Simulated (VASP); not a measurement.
# I (P6_3/mmc) in VASP: further runs

The runs below take I through relaxation of cell and atoms, with PBEsol.

Program: VASP 6.6.1. These are calculated values, not measurements. Logs are shortened: lines on timing, memory, paths and dates and some standing lists are left out, and cuts for length are marked.

## 1. The cell of the first run

Symmetry: P6_3/mmc, No. 194, hexagonal system. Conventional cell: a = 3.590 Å, b = 3.590 Å, c = 5.862 Å, α = 90.00°, β = 90.00°, γ = 120.00°. Within 4.7 Å of I (site symmetry -6m2) lie 12 I at 3.59 Å.

## 2. Relaxation of cell and atoms, PBEsol

Contents of INCAR:

```
SYSTEM = I
ALGO = Normal ; EDIFF = 1E-7
EDIFFG = -0.03 ; ENCUT = 600
GGA = PS ; IBRION = 2
ISIF = 3 ; ISMEAR = -1
LASPH = .TRUE. ; LCHARG = .FALSE.
LREAL = .FALSE. ; LWAVE = .FALSE.
NELM = 60 ; NSW = 80
PREC = Accurate ; SIGMA = 0.02
```

Contents of KPOINTS:

```
k-points
0
G
  7 7 4
  0 0 0
```

Contents of POSCAR:

```
I
1.0
    3.5900000000      0.0000000000      0.0000000000
   -1.7950000000      3.1090311996      0.0000000000
    0.0000000000      0.0000000000      5.8624700000
I
2
Direct
    0.3333333333      0.6666666667      0.2500000000
    0.6666666667      0.3333333333      0.7500000000
```

Potentials or basis: VASP PAW PBE potentials, release 64 (I).

Command:

```bash
$ cat potpaw_PBE.64/I/POTCAR > POTCAR
$ mpirun -np 1 vasp_std > vasp.out
```

OUTCAR:

```text
SYSTEM = I
   EDIFF = 1E-7
   EDIFFG = -0.03
   ENCUT = 600
   GGA = PS
   IBRION = 2
   ISIF = 3
   ISMEAR = -1
   LASPH = .TRUE.
   LREAL = .FALSE.
   NELM = 60
   NSW = 80
   PREC = Accurate

 ion  position               nearest neighbor table
   1  0.333  0.667  0.250-
   2  0.667  0.333  0.750-

  LATTYP: Found a hexagonal cell.
 ALAT       =     3.5900000000
 C/A-ratio  =     1.6330000000

  Lattice vectors:

 A1 = (   3.5900000000,   0.0000000000,   0.0000000000)
 A2 = (  -1.7950000000,   3.1090311996,   0.0000000000)
 A3 = (   0.0000000000,   0.0000000000,   5.8624700000)

Analysis of symmetry for initial positions (statically):
=====================================================================
 Subroutine PRICEL returns:
 Original cell was already a primitive cell.

 Routine SETGRP: Setting up the symmetry group for a
 hexagonal supercell.

 Subroutine GETGRP returns: Found 24 space group operations
 (whereof 12 operations were pure point group operations)
 out of a pool of 24 trial point group operations.

The static configuration has the point symmetry D_3d.
 The point group associated with its full space group is D_6h.

Analysis of symmetry for dynamics (positions and initial velocities):
=====================================================================
 Subroutine PRICEL returns:
 Original cell was already a primitive cell.

 Routine SETGRP: Setting up the symmetry group for a
 hexagonal supercell.

 Subroutine GETGRP returns: Found 24 space group operations
 (whereof 12 operations were pure point group operations)
 out of a pool of 24 trial point group operations.

The dynamic configuration has the point symmetry D_3d.
 The point group associated with its full space group is D_6h.

 Subroutine INISYM returns: Found 24 space group operations
 (whereof 12 operations are pure point group operations),
 and found     1 'primitive' translations

----------------------------------------------------------------------------------------

                                     Primitive cell

  volume of cell :      65.4335

  direct lattice vectors                    reciprocal lattice vectors
     3.590000000  0.000000000  0.000000000     0.278551532  0.160821802  0.000000000
    -1.795000000  3.109031200  0.000000000     0.000000000  0.321643604  0.000000000
     0.000000000  0.000000000  5.862470000     0.000000000  0.000000000  0.170576566

  length of vectors
     3.590000000  3.590000000  5.862470000     0.321643604  0.321643604  0.170576566

  position of ions in fractional coordinates (direct lattice)
     0.333333333  0.666666667  0.250000000
     0.666666667  0.333333333  0.750000000

  ion indices of the primitive-cell ions
   primitive index   ion index
                 1           1
                 2           2

----------------------------------------------------------------------------------------

 KPOINTS: k-points

Automatic generation of k-mesh.
 Grid dimensions read from file:
 generate k-points for:    7    7    4

 Generating k-lattice:

  Cartesian coordinates                     Fractional coordinates (reciprocal lattice)
     0.039793076  0.022974543  0.000000000     0.142857143  0.000000000  0.000000000
     0.000000000  0.045949086  0.000000000     0.000000000  0.142857143  0.000000000
     0.000000000  0.000000000  0.042644141     0.000000000  0.000000000  0.250000000

  Length of vectors
     0.045949086  0.045949086  0.042644141

  Shift w.r.t. Gamma in fractional coordinates (k-lattice)
     0.000000000  0.000000000  0.000000000

 Subroutine IBZKPT returns following result:
 ===========================================

 Found     24 irreducible k-points:

 Following reciprocal coordinates:
            Coordinates               Weight
  0.000000  0.000000  0.000000      1.000000
  0.142857 -0.000000  0.000000      6.000000
  0.285714 -0.000000  0.000000      6.000000
  0.428571 -0.000000  0.000000      6.000000
  0.142857  0.142857  0.000000      6.000000
  0.285714  0.142857  0.000000     12.000000
[... 16 lines left out ...]
  0.428571  0.142857  0.500000      6.000000
  0.285714  0.285714  0.500000      6.000000
   k-points           NKPTS =     24   k-points in BZ     NKDIM =     24   number of bands    NBANDS=     11
   number of dos      NEDOS =    301   number of ions     NIONS =      2
   total plane-waves  NPLWV =  43200
   dimension x,y,z NGX =    30 NGY =   30 NGZ =   48
   dimension x,y,z NGXF=    60 NGYF=   60 NGZF=   96
   ions per type =               2
   NGX,Y,Z   is equivalent  to a cutoff of  13.89, 13.89, 13.61 a.u.
   NGXF,Y,Z  is equivalent  to a cutoff of  27.78, 27.78, 27.22 a.u.
 SYSTEM =  I
   PREC   = accura    normal or accurate (medium, high low for compatibility)
   ISTART =      0    job   : 0-new  1-cont  2-samecut
   ICHARG =      2    charge: 1-file 2-atom 10-const
   ISPIN  =      1    spin polarized calculation?
   LNONCOLLINEAR =      F non collinear calculations
   LSORBIT =      F    spin-orbit coupling
   LASPH  =      T    aspherical Exc in radial PAW
   ENCUT  =  600.0 eV  44.10 Ry    6.64 a.u.   7.17  7.17 11.71*2*pi/ulx,y,z
   NELM   =     60;   NELMIN=  2; NELMDL= -5     # of ELM steps
   EDIFF  = 0.1E-06   stopping-criterion for ELM
   LREAL  =      F    real-space projection
   EDIFFG = -.3E-01   stopping-criterion for IOM
   NSW    =     80    number of steps for IOM
   IBRION =      2    ionic relax: 0-MD 1-quasi-New 2-CG
   NFREE  =      1    steps in history (QN), initial steepest desc. (CG)
   ISIF   =      3    stress and relaxation
   ISYM   =      2    0-nonsym 1-usesym 2-fastsym
   POTIM  = 0.5000    time-step for ionic-motion
   TEBEG  =    0.0;   TEEND  =   0.0 temperature during run
   PSTRESS=    0.0 pullay stress
   NELECT =      14.0000    total number of electrons
   NUPDOWN=      -1.0000    fix difference up-down
   EMIN   =  10.00;   EMAX   =-10.00  energy-range for DOS
   EFERMI =   0.00;   METHOD = LEGACY
   ISMEAR =    -1;   SIGMA  =   0.02  broadening in eV -4-tet -1-fermi 0-gaus
   EFERMI_NEDOS =   21; number of points for ismear=-14 and -15
   IALGO  =     38    algorithm
   IMIX   =      4    mixing-type and parameters
     AMIX     =   0.40;   BMIX     =  1.00
     AMIX_MAG =   1.60;   BMIX_MAG =  1.00
  volume/ion in A,a.u.               =      32.72       220.78
  Fermi-wavevector in a.u.,A,eV,Ry     =   0.979154  1.850332 13.044472  0.958742
  Thomas-Fermi vector in A             =   2.109985
   LORBIT       =      0    0 simple, 1 ext, 2 COOP (PROOUT), +10 PAW based schemes
   GGA     = PS    functional components
   LHFCALC =     F    Hartree Fock is set to
   AEXX    =    0.0000 exact exchange contribution
   IVDW    =     0    specifies the selected vdW correction
   LEPSILON=     F    determine dielectric tensor
   LRPA    =     F    only Hartree local field effects (RPA)
 conjugate gradient relaxation of ions
 non-spin polarized calculation
  energy-cutoff  :      600.00
  volume of cell :       65.43
 maximum number of plane-waves:      2204
 NGX is ok and might be reduce to    30
   NGX = 15   NGY = 15   NGZ = 23

--------------------------------------- Ionic step        1  -------------------------------------------

 number of electron      14.0000000 magnetization

 Free energy of the ion-electron system (eV)
  ---------------------------------------------------
  ext. energy  EPLUGINS =         0.00000000
  ---------------------------------------------------
  free energy    TOTEN  =        -2.69040964 eV

  energy without entropy =       -2.68718208  energy(sigma->0) =       -2.68879586

------------------------ aborting loop because EDIFF is reached ----------------------------------------

  FORCE on cell =-STRESS in cart. coord.  units (eV):
  Direction    XX          YY          ZZ          XY          YZ          ZX
  --------------------------------------------------------------------------------------
  -------------------------------------------------------------------------------------
  Total       -0.3552656     -0.3552656     -0.0023571      0.0000000     -0.0000000      0.0000000
  in kB       -8.6988857     -8.6988857     -0.0577145      0.0000000     -0.0000000      0.0000000
  external PRESSURE =      -5.8184953 kB  Pullay stress =       0.0000000 kB
[... 89 lines left out ...]
  FREE ENERGIE OF THE ION-ELECTRON SYSTEM (eV)
  ---------------------------------------------------
  free  energy   TOTEN  =        -2.6957722813 eV

  energy  without entropy=       -2.6939701723  energy(sigma->0) =       -2.69487123

 E-fermi :   5.0299     XC(G=0):  -9.2676

 val. band max:        5.0236592607   @ k =   0.1429  -0.0000   0.5000
 cond. band min:       5.0424002858   @ k =   0.1429   0.1429   0.0000
 fundamental gap:      0.0187410250
 Fermi energy:         5.0299425204

 k-point     1 :       0.0000    0.0000    0.0000
  band No.  band energies     occupation
      1      -9.3836      2.00000
      2      -8.9167      2.00000
      3       0.1732      2.00000
      4       3.3851      2.00000
      5       6.8111      0.00000
      6       6.8111      0.00000
      7       6.9886      0.00000
      8       6.9886      0.00000
      9       9.6702      0.00000
     10      13.6228      0.00000
     11      14.3047      0.00000
[... 309 lines left out ...]
 k-point    24 :       0.2857    0.2857    0.5000
  band No.  band energies     occupation
      1      -6.7414      2.00000
      2      -6.7414      2.00000
      3       0.3848      2.00000
      4       0.3848      2.00000
      5       1.7231      2.00000
      6       1.7231      2.00000
      7       3.9848      2.00000
      8       3.9848      2.00000
      9      10.8530      0.00000
     10      10.8530      0.00000
     11      12.2878      0.00000

[... ionic steps 4 to 23 ...]

--------------------------------------- Ionic step       24  -------------------------------------------

 number of electron      14.0000000 magnetization

------------------------ aborting loop because EDIFF is reached ----------------------------------------

  FORCE on cell =-STRESS in cart. coord.  units (eV):
  Direction    XX          YY          ZZ          XY          YZ          ZX
  --------------------------------------------------------------------------------------
  -------------------------------------------------------------------------------------
  Total       -0.1321494     -0.1321494      0.1464493     -0.0000000     -0.0000000      0.0000000
  in kB       -2.9231239     -2.9231239      3.2394355     -0.0000000     -0.0000000      0.0000000
  external PRESSURE =      -0.8689374 kB  Pullay stress =       0.0000000 kB
[... 57 lines left out ...]
  energy  without entropy=       -2.9742858234  energy(sigma->0) =       -2.97681049

--------------------------------------- Ionic step       26  -------------------------------------------

 number of electron      14.0000005 magnetization

 Free energy of the ion-electron system (eV)
  ---------------------------------------------------
  ext. energy  EPLUGINS =         0.00000000
  ---------------------------------------------------
  free energy    TOTEN  =        -2.97933721 eV

  energy without entropy =       -2.97430625  energy(sigma->0) =       -2.97682173

 E-fermi :   4.2647     XC(G=0):  -8.9197

 val. band max:        4.2586548552   @ k =   0.1429  -0.0000   0.5000
 cond. band min:       4.2787366727   @ k =   0.4286  -0.0000   0.2500
 fundamental gap:      0.0200818175
 Fermi energy:         4.2647490074

 k-point     1 :       0.0000    0.0000    0.0000
  band No.  band energies     occupation
      1      -9.9068      2.00000
      2      -9.5960      2.00000
      3      -0.1788      2.00000
      4       2.3337      2.00000
      5       6.0205      0.00000
      6       6.0205      0.00000
      7       6.1355      0.00000
      8       6.1355      0.00000
      9       8.6393      0.00000
     10      12.8956      0.00000
     11      13.3857      0.00000
[... 349 lines left out ...]
  FREE ENERGIE OF THE ION-ELECTRON SYSTEM (eV)
  ---------------------------------------------------
  free  energy   TOTEN  =        -2.9793372098 eV

  energy  without entropy=       -2.9743062512  energy(sigma->0) =       -2.97682173

 reached required accuracy - stopping structural energy minimisation
```

Run time: 9.1 min. Hardware: 1 thread of Intel Xeon 8259CL, shared host; peak memory 0.22 GiB.

Results:

* Free energy: -2.9793 eV
* Relaxed volume: 36.60 Å³/atom
* Relaxed cell: a = 3.310 Å, b = 3.310 Å, c = 7.713 Å, α = 90.00°, β = 90.00°, γ = 120.00°
* Space group after relaxing (to 0.1 Å): P6_3/mmc (No. 194)
* Energy gained by relaxing: 144.5 meV/atom
* Ionic steps: 26
* Pressure after relaxing: 0.1 GPa
* Band gap on the k mesh: zero (bands 7 and 8 overlap by 2.97 eV)

Stress tensor (GPa, compression positive):
```
0.13 0.00 0.00
0.00 0.13 0.00
0.00 0.00 0.05
```

Step by step:
```csv
step,energy change (eV),largest force (eV/Å),pressure (GPa),volume (Å³)
1,0.0000,0.0000,-0.58,65.43
2,-0.0046,0.0000,-0.07,64.31
3,-0.0054,0.0000,0.22,63.76
4,-0.0074,0.0000,0.21,63.84
5,-0.0207,0.0000,0.13,64.02
6,-0.0657,0.0000,0.44,64.25
7,-0.2134,0.0000,2.15,64.17
8,0.4669,0.0000,14.81,62.12
9,-0.2202,0.0000,2.91,64.06
10,-0.2192,0.0000,3.06,64.04
11,-0.2194,0.0000,3.08,64.06
12,-0.2199,0.0000,3.15,64.13
13,-0.2200,0.0000,3.27,64.28
14,-0.2201,0.0000,3.22,64.22
15,-0.2209,0.0000,3.20,64.26
16,-0.2232,0.0000,3.13,64.39
17,-0.2278,0.0000,2.97,64.65
18,-0.2364,0.0000,2.68,65.18
19,-0.2513,0.0000,2.13,66.23
20,-0.2722,0.0000,1.14,68.36
21,-0.2832,0.0000,-0.49,72.77
22,-0.2840,0.0000,-0.21,71.90
23,-0.2850,0.0000,-0.18,72.03
24,-0.2873,0.0000,-0.09,72.43
25,-0.2889,0.0000,0.11,73.22
26,-0.2889,0.0000,0.10,73.20
```

Final structure:
```
CELL_PARAMETERS angstrom
3.31038 0.00000 0.00000
-1.65519 2.86687 0.00000
0.00000 0.00000 7.71264
ATOMIC_POSITIONS crystal
I 0.33333 0.66667 0.25000
I 0.66667 0.33333 0.75000
```

Caveat: a cell axis changed by over 15 % at a fixed basis, so the end point is rough; the PAW data sets were made with another functional, which shifts forces and pressure a little; spin-orbit coupling is left out, which moves the levels of the heavy elements; this functional lacks dispersion, which binds the layers, so the pressure and a relaxed spacing across them are unreliable.

(Continued in part 2 of 2.)
